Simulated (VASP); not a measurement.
# InSb in VASP: settings compared, part 2 of 2

VASP 6.6.1.

## 3. Single point, r2SCAN (strain -1.3%)

File POSCAR:

```
InSb
1.0
    0.0000000000      3.2355675401      3.2355675401
    3.2355675401      0.0000000000      3.2355675401
    3.2355675401      3.2355675401      0.0000000000
In Sb
1 1
Direct
    0.0000000000      0.0000000000      0.0000000000
    0.2500000000      0.2500000000      0.2500000000
```

File INCAR.step1:

```
SYSTEM = InSb
ALGO = Normal
EDIFF = 1E-4
ENCUT = 520
GGA = PE
ISMEAR = -1
LASPH = .TRUE.
LCHARG = .FALSE.
LREAL = .FALSE.
LWAVE = .TRUE.
NBANDS = 16
NELM = 100
PREC = Accurate
SIGMA = 0.02
```

File INCAR.step2:

```
SYSTEM = InSb
ALGO = Normal
EDIFF = 1E-6
ENCUT = 520
ISIF = 2
ISMEAR = -1
ISTART = 1
LASPH = .TRUE.
LCHARG = .TRUE.
LELF = .TRUE.
LMIXTAU = .TRUE.
LREAL = .FALSE.
LVHAR = .TRUE.
LWAVE = .FALSE.
METAGGA = R2SCAN
NBANDS = 16
NELM = 100
PREC = Accurate
SIGMA = 0.02
```

File KPOINTS:

```
k-points
0
G
  6 6 6
  0 0 0
```

Potentials or basis: VASP PAW PBE potentials, release 64 (In_d, Sb).

On the command line:

```sh
$ cat potpaw_PBE.64/In_d/POTCAR potpaw_PBE.64/Sb/POTCAR > POTCAR
$ cp INCAR.step1 INCAR
$ mpirun -np 1 vasp_std > vasp.out
$ cp INCAR.step2 INCAR
$ mpirun -np 1 vasp_std > vasp.out
```

OUTCAR:

```text
SYSTEM = InSb
   EDIFF = 1E-6
   ENCUT = 520
   ISIF = 2
   ISMEAR = -1
   ISTART = 1
   LASPH = .TRUE.
   LREAL = .FALSE.
   METAGGA = R2SCAN
   NELM = 100
   PREC = Accurate

 ion  position               nearest neighbor table
   1  0.000  0.000  0.000-   2 2.80   2 2.80   2 2.80   2 2.80
   2  0.250  0.250  0.250-   1 2.80   1 2.80   1 2.80   1 2.80

  LATTYP: Found a face centered cubic cell.
 ALAT       =     6.4711350802

  Lattice vectors:

 A1 = (   0.0000000000,   3.2355675401,   3.2355675401)
 A2 = (   3.2355675401,   0.0000000000,   3.2355675401)
 A3 = (   3.2355675401,   3.2355675401,   0.0000000000)

Analysis of symmetry for initial positions (statically):
=====================================================================
 Subroutine PRICEL returns:
 Original cell was already a primitive cell.

 Routine SETGRP: Setting up the symmetry group for a
 face centered cubic supercell.

 Subroutine GETGRP returns: Found 24 space group operations
 (whereof 24 operations were pure point group operations)
 out of a pool of 48 trial point group operations.

The static configuration has the point symmetry T_d .

Analysis of symmetry for dynamics (positions and initial velocities):
=====================================================================
 Subroutine PRICEL returns:
 Original cell was already a primitive cell.

 Routine SETGRP: Setting up the symmetry group for a
 face centered cubic supercell.

 Subroutine GETGRP returns: Found 24 space group operations
 (whereof 24 operations were pure point group operations)
 out of a pool of 48 trial point group operations.

The dynamic configuration has the point symmetry T_d .

 Subroutine INISYM returns: Found 24 space group operations
 (whereof 24 operations are pure point group operations),
 and found     1 'primitive' translations

----------------------------------------------------------------------------------------

                                     Primitive cell

  volume of cell :      67.7456

  direct lattice vectors                    reciprocal lattice vectors
     0.000000000  3.235567540  3.235567540    -0.154532395  0.154532395  0.154532395
     3.235567540  0.000000000  3.235567540     0.154532395 -0.154532395  0.154532395
     3.235567540  3.235567540  0.000000000     0.154532395  0.154532395 -0.154532395

  length of vectors
     4.575783497  4.575783497  4.575783497     0.267657959  0.267657959  0.267657959

  position of ions in fractional coordinates (direct lattice)
     0.000000000  0.000000000  0.000000000
     0.250000000  0.250000000  0.250000000

  ion indices of the primitive-cell ions
   primitive index   ion index
                 1           1
                 2           2

----------------------------------------------------------------------------------------

 KPOINTS: k-points

Automatic generation of k-mesh.
 Grid dimensions read from file:
 generate k-points for:    6    6    6

 Generating k-lattice:

  Cartesian coordinates                     Fractional coordinates (reciprocal lattice)
    -0.025755399  0.025755399  0.025755399     0.166666667  0.000000000  0.000000000
     0.025755399 -0.025755399  0.025755399     0.000000000  0.166666667  0.000000000
     0.025755399  0.025755399 -0.025755399     0.000000000  0.000000000  0.166666667

  Length of vectors
     0.044609660  0.044609660  0.044609660

  Shift w.r.t. Gamma in fractional coordinates (k-lattice)
     0.000000000  0.000000000  0.000000000

 Subroutine IBZKPT returns following result:
 ===========================================

 Found     16 irreducible k-points:

 Following reciprocal coordinates:
            Coordinates               Weight
  0.000000  0.000000  0.000000      1.000000
  0.166667  0.000000  0.000000      8.000000
  0.333333  0.000000  0.000000      8.000000
  0.500000  0.000000  0.000000      4.000000
  0.166667  0.166667  0.000000      6.000000
  0.333333  0.166667  0.000000     24.000000
[... 8 lines left out ...]
 -0.333333  0.333333  0.166667     24.000000
 -0.333333  0.500000  0.166667     12.000000
   k-points           NKPTS =     16   k-points in BZ     NKDIM =     16   number of bands    NBANDS=     16
   number of dos      NEDOS =    301   number of ions     NIONS =      2
   total plane-waves  NPLWV =  46656
   dimension x,y,z NGX =    36 NGY =   36 NGZ =   36
   dimension x,y,z NGXF=    72 NGYF=   72 NGZF=   72
   ions per type =               1   1
   NGX,Y,Z   is equivalent  to a cutoff of  13.08, 13.08, 13.08 a.u.
   NGXF,Y,Z  is equivalent  to a cutoff of  26.16, 26.16, 26.16 a.u.
 SYSTEM =  InSb
   PREC   = accura    normal or accurate (medium, high low for compatibility)
   ISTART =      1    job   : 0-new  1-cont  2-samecut
   ICHARG =      0    charge: 1-file 2-atom 10-const
   ISPIN  =      1    spin polarized calculation?
   LNONCOLLINEAR =      F non collinear calculations
   LSORBIT =      F    spin-orbit coupling
   LASPH  =      T    aspherical Exc in radial PAW
   ENCUT  =  520.0 eV  38.22 Ry    6.18 a.u.   8.51  8.51  8.51*2*pi/ulx,y,z
   NELM   =    100;   NELMIN=  2; NELMDL=  0     # of ELM steps
   EDIFF  = 0.1E-05   stopping-criterion for ELM
   LREAL  =      F    real-space projection
   EDIFFG = 0.1E-04   stopping-criterion for IOM
   NSW    =      0    number of steps for IOM
   IBRION =     -1    ionic relax: 0-MD 1-quasi-New 2-CG
   NFREE  =      0    steps in history (QN), initial steepest desc. (CG)
   ISIF   =      2    stress and relaxation
   ISYM   =      2    0-nonsym 1-usesym 2-fastsym
   POTIM  = 0.5000    time-step for ionic-motion
   TEBEG  =    0.0;   TEEND  =   0.0 temperature during run
   PSTRESS=    0.0 pullay stress
   NELECT =      18.0000    total number of electrons
   NUPDOWN=      -1.0000    fix difference up-down
   EMIN   =  10.00;   EMAX   =-10.00  energy-range for DOS
   EFERMI =   0.00;   METHOD = LEGACY
   ISMEAR =    -1;   SIGMA  =   0.02  broadening in eV -4-tet -1-fermi 0-gaus
   EFERMI_NEDOS =   21; number of points for ismear=-14 and -15
   IALGO  =     38    algorithm
   IMIX   =      4    mixing-type and parameters
     AMIX     =   0.40;   BMIX     =  1.00
     AMIX_MAG =   1.60;   BMIX_MAG =  1.00
  volume/ion in A,a.u.               =      33.87       228.59
  Fermi-wavevector in a.u.,A,eV,Ry     =   1.052459  1.988859 15.070765  1.107670
  Thomas-Fermi vector in A             =   2.187542
   LORBIT       =      0    0 simple, 1 ext, 2 COOP (PROOUT), +10 PAW based schemes
   METAGGA = R2SCAN    functional components
   LHFCALC =     F    Hartree Fock is set to
   AEXX    =    0.0000 exact exchange contribution
   IVDW    =     0    specifies the selected vdW correction
   LEPSILON=     F    determine dielectric tensor
   LRPA    =     F    only Hartree local field effects (RPA)
 non-spin polarized calculation
  energy-cutoff  :      520.00
  volume of cell :       67.75
 maximum number of plane-waves:      1853
 NGX is ok and might be reduce to    36
   NGX = 17   NGY = 17   NGZ = 17

 number of electron      17.9999993 magnetization

 Free energy of the ion-electron system (eV)
  ---------------------------------------------------
  ext. energy  EPLUGINS =         0.00000000
  ---------------------------------------------------
  free energy    TOTEN  =       -48.73264869 eV

  energy without entropy =      -48.73264163  energy(sigma->0) =      -48.73264516

 E-fermi :   5.1089     XC(G=0):  -9.2562

 val. band max:        4.9673825584   @ k =   0.0000   0.0000   0.0000
 cond. band min:       5.2284795015   @ k =   0.0000   0.0000   0.0000
 fundamental gap:      0.2610969432
 Fermi energy:         5.1089339357

 k-point     1 :       0.0000    0.0000    0.0000
  band No.  band energies     occupation
      1     -10.1452      2.00000
      2     -10.1452      2.00000
      3     -10.1451      2.00000
      4     -10.0422      2.00000
      5     -10.0422      2.00000
      6      -6.1781      2.00000
[... 8 lines left out ...]
     15      13.6718      0.00000
     16      13.6718      0.00000
[... 267 lines left out ...]
 k-point    16 :      -0.3333    0.5000    0.1667
  band No.  band energies     occupation
      1     -10.2231      2.00000
      2     -10.1077      2.00000
      3     -10.0980      2.00000
      4     -10.0560      2.00000
      5     -10.0368      2.00000
      6      -4.0316      2.00000
[... 8 lines left out ...]
     15      15.2974      0.00000
     16      16.0678      0.00000

------------------------ aborting loop because EDIFF is reached ----------------------------------------

  FORCE on cell =-STRESS in cart. coord.  units (eV):
  Direction    XX          YY          ZZ          XY          YZ          ZX
  --------------------------------------------------------------------------------------
  -------------------------------------------------------------------------------------
  Total        0.7748677      0.7748677      0.7748677      0.0000000      0.0000000      0.0000000
  in kB       18.3255392     18.3255392     18.3255392      0.0000000      0.0000000      0.0000000
  external PRESSURE =      18.3255392 kB  Pullay stress =       0.0000000 kB

 VOLUME and BASIS-vectors are now :
 -----------------------------------------------------------------------------
  energy-cutoff  :      520.00
  volume of cell :       67.75
      direct lattice vectors                 reciprocal lattice vectors
     0.000000000  3.235567540  3.235567540    -0.154532395  0.154532395  0.154532395
     3.235567540  0.000000000  3.235567540     0.154532395 -0.154532395  0.154532395
     3.235567540  3.235567540  0.000000000     0.154532395  0.154532395 -0.154532395

 POSITION                                       TOTAL-FORCE (eV/Angst)
 -----------------------------------------------------------------------------------
      0.00000      0.00000      0.00000        -0.000000     -0.000000     -0.000000
      1.61778      1.61778      1.61778         0.000000      0.000000      0.000000
 -----------------------------------------------------------------------------------
    total drift:                               -0.000002     -0.000002     -0.000002

  FREE ENERGIE OF THE ION-ELECTRON SYSTEM (eV)
  ---------------------------------------------------
  free  energy   TOTEN  =       -48.7326486873 eV

  energy  without entropy=      -48.7326416350  energy(sigma->0) =      -48.73264516
```

Wall time 55 s (1 thread of Intel Xeon Platinum 8375C at 2.90GHz (Ice Lake), shared host); peak memory 0.22 GiB.

What came out:

```yaml
Free_energy: -48.7326 eV
Pressure: 1.8 GPa
Band_gap_on_the_k_mesh: 0.26 eV, direct
```

Caveat: the cell differs from its parent crystal (strain -1.3%); the PAW data sets were made with another functional, which shifts forces and pressure a little; spin-orbit coupling is left out, which moves the levels of the heavy elements.

## 4. Single point, HSE06 (strain -1.3%)

POSCAR is that of step 3.

File INCAR.step1:

```
SYSTEM = InSb
PREC     = Accurate       ! precision mode
ENCUT    = 520            ! plane-wave cutoff, eV
EDIFF    = 1E-5           ! SCF threshold, eV
ISMEAR   = -1             ! smearing method
SIGMA    = 0.02           ! smearing width, eV
LREAL    = .FALSE.        ! projectors in reciprocal space
LASPH    = .TRUE.         ! aspherical terms in the spheres
NELM     = 60             ! most SCF steps
ALGO     = Normal         ! electronic algorithm
ISIF     = 2              ! what is computed and relaxed
LWAVE    = .TRUE.         ! write WAVECAR
LCHARG   = .FALSE.        ! write CHGCAR
NBANDS   = 16             ! bands
GGA      = PE             ! functional
```

File INCAR.step2:

```
SYSTEM = InSb
PREC     = Accurate       ! precision mode
ENCUT    = 520            ! plane-wave cutoff, eV
EDIFF    = 1E-7           ! SCF threshold, eV
ISMEAR   = -1             ! smearing method
SIGMA    = 0.02           ! smearing width, eV
LREAL    = .FALSE.        ! projectors in reciprocal space
LASPH    = .TRUE.         ! aspherical terms in the spheres
NELM     = 60             ! most SCF steps
ALGO     = Normal         ! electronic algorithm
ISIF     = 2              ! what is computed and relaxed
LWAVE    = .FALSE.        ! write WAVECAR
LCHARG   = .FALSE.        ! write CHGCAR
GGA      = PE             ! functional
LHFCALC  = .TRUE.         ! exact exchange
HFSCREEN = 0.2079         ! screening, 1/A
PRECFOCK = Normal       
NBANDS   = 16             ! bands
ISTART   = 1
```

File KPOINTS:

```
Automatic mesh
0
G
  4 4 4
  0 0 0
```

On the command line:

```sh
$ cat potpaw_PBE.64/In_d/POTCAR potpaw_PBE.64/Sb/POTCAR > POTCAR
$ cp INCAR.step1 INCAR
$ mpirun -np 1 vasp_std > vasp.out
$ cp INCAR.step2 INCAR
$ mpirun -np 1 vasp_std > vasp.out
```

Run time: 25 min. Hardware: 1 thread of Intel Xeon Platinum 8375C at 2.90GHz (Ice Lake), shared host; peak memory 0.32 GiB.

Results (log left out):

```
Free energy            : -8.3321 eV
Pressure               : 1.4 GPa
Band gap on the k mesh : 0.59 eV, direct
```

Levels at points of the mesh, in eV from the valence-band top:
```csv
k point,band 7,band 8,band 9,band 10,band 11,band 12
"(0.00, 0.00, 0.00)",0.00,0.00,0.00,0.59,3.65,3.65
"(0.50, 0.00, 0.00)",-6.09,-1.09,-1.09,1.20,4.53,4.53
"(0.50, 0.50, 0.00)",-6.40,-2.46,-2.46,1.90,1.93,9.31
```

Caveat: the k points lie up to 0.42 Å⁻¹ apart; the cell differs from its parent crystal (strain -1.3%); the PAW data sets were made with another functional, which shifts forces and pressure a little; spin-orbit coupling is left out, which moves the levels of the heavy elements.

## 5. Single point, HSE06 (uniaxial z strain +1.1%)

File POSCAR:

```
InSb
1.0
    0.0000000000      3.2795130145      3.3162435603
    3.2795130145      0.0000000000      3.3162435603
    3.2795130145      3.2795130145      0.0000000000
In Sb
1 1
Direct
    0.0000000000      0.0000000000      0.0000000000
    0.2500000000      0.2500000000      0.2500000000
```

File INCAR.step1:

```
SYSTEM = InSb
PREC = Accurate
ENCUT = 520
EDIFF = 1E-5
ISMEAR = -1
SIGMA = 0.02
LREAL = .False.
LASPH = .True.
NELM = 80
ALGO = Normal
ISIF = 2
LWAVE = .True.
GGA = PE
NBANDS = 16
```

File INCAR.step2:

```
SYSTEM = InSb
PREC = Accurate
ENCUT = 520
EDIFF = 1E-6
ISMEAR = -1
SIGMA = 0.02
LREAL = .False.
LASPH = .True.
NELM = 80
ALGO = Normal
ISIF = 2
LWAVE = .False.
LCHARG = .True.
GGA = PE
LHFCALC = .True.
HFSCREEN = 0.2079
PRECFOCK = Normal
LELF = .True.
LVHAR = .True.
ISTART = 1
NBANDS = 16
```

File KPOINTS:

```
regular mesh
0
Gamma
  4 4 4
  0 0 0
```

On the command line:

```sh
$ cat potpaw_PBE.64/In_d/POTCAR potpaw_PBE.64/Sb/POTCAR > POTCAR
$ cp INCAR.step1 INCAR
$ mpirun -np 1 vasp_std > vasp.out
$ cp INCAR.step2 INCAR
$ mpirun -np 1 vasp_std > vasp.out
```

Run time: 18 min. Hardware: 1 thread of Intel Xeon Platinum 8375C at 2.90GHz (Ice Lake), shared host; peak memory 0.33 GiB.

The run converged. Its results:

- Free energy: -8.3345 eV
- Pressure: -1.1 GPa
- Band gap on the k mesh: 0.23 eV, direct

Stress tensor (GPa, compression positive):
```
-0.94  0.00  0.00
 0.00 -0.94  0.00
 0.00  0.00 -1.33
```

Levels at points of the mesh, in eV from the valence-band top:
```tsv
k point	band 5	band 6	band 7	band 8	band 9	band 10	band 11	band 12	band 13	band 14
(0.00, 0.00, 0.00)	-16.26	-11.41	-0.06	0.00	0.00	0.23	3.61	3.61	3.64	6.51
(0.50, 0.00, 0.00)	-16.26	-10.02	-5.85	-1.06	-0.99	1.06	4.46	4.52	6.88	8.99
(0.50, 0.50, 0.00)	-16.25	-9.41	-6.23	-2.26	-2.26	1.98	2.00	8.95	8.95	9.49
(0.50, 0.00, 0.50)	-16.25	-9.38	-6.18	-2.32	-2.31	1.90	1.95	8.93	8.98	9.55
```

Caveat: the cell differs from its parent crystal (uniaxial z strain +1.1%); the PAW data sets were made with another functional, which shifts forces and pressure a little; spin-orbit coupling is left out, which moves the levels of the heavy elements.

## 6. Summary

| level | cell | k mesh | grid for exact exchange (PRECFOCK) | screening parameter | gap on the mesh (eV) | pressure (GPa) |
| --- | --- | --- | --- | --- | --- | --- |
| PBE | a = 4.576 Å, angles 60.0°, 2 atoms | 6 × 6 × 6 | - | - | none | 3.4 |
| r2SCAN | a = 4.576 Å, angles 60.0°, 2 atoms | 6 × 6 × 6 | - | - | 0.26 | 1.8 |
| HSE06 | a = 4.576 Å, angles 60.0°, 2 atoms | 4 × 4 × 4 | Normal | 0.2079 1/Å | 0.59 | 1.4 |
| HSE06 | a = 4.664, b = 4.664, c = 4.638 Å, angles 60.2, 60.2, 59.6°, 2 atoms | 4 × 4 × 4 | Normal | 0.2079 1/Å | 0.23 | -1.1 |

Alike in all rows: task single point; potentials or basis VASP PAW PBE potentials, release 64 (In_d, Sb); no spin polarisation; cutoff (eV) 520; smearing fermi-dirac 0.02 eV.

Caveats: some runs use coarse meshes; spin-orbit coupling is left out, which moves the levels of the heavy elements; the PAW data sets were made with another functional, which shifts forces and pressure a little (some runs).

Total energies depend on the potentials used, so only differences within one code and one set of settings carry meaning.
